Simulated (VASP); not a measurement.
Input of a VASP 6.6.1 run:

The input INCAR:

```
ALGO = Normal
EDIFF = 1E-6
ENCUT = 520
GGA = PE
ISIF = 2
ISMEAR = -1
LASPH = T
LCHARG = T
LELF = T
LREAL = F
LVHAR = T
LWAVE = F
NBANDS = 16
NELM = 100
PREC = Accurate
SIGMA = 0.02
```

Contents of KPOINTS:

```
k-points
0
Gamma
  12 12 6
```

File POSCAR:

```
AlN
1.0
    3.0134929474      0.0000000000      0.0000000000
   -1.5067464737      2.6097614465      0.0000000000
    0.0000000000      0.0000000000      4.8292338054
Al N
2 2
Direct
    0.3333333333      0.6666666667     -0.0035651602
    0.6666666667      0.3333333333      0.4964348398
    0.3333333333      0.6666666667      0.3785651602
    0.6666666667      0.3333333333      0.8785651602
```

Potentials or basis: VASP PAW PBE potentials, release 64 (Al, N).

Run with:

```bash
$ cat potpaw_PBE.64/Al/POTCAR potpaw_PBE.64/N/POTCAR > POTCAR
$ mpirun -np 1 vasp_std > vasp.out
```

Q: Estimate the largest force.

A: 0.006 eV/Å.

Q: What does it give for the pressure?

A: 27.4 GPa.

Stress tensor (GPa, compression positive):
```
28.22  0.00  0.00
 0.00 28.22  0.00
 0.00  0.00 25.89
```

Caveat: the cell differs from its parent crystal (strain -3.0%).
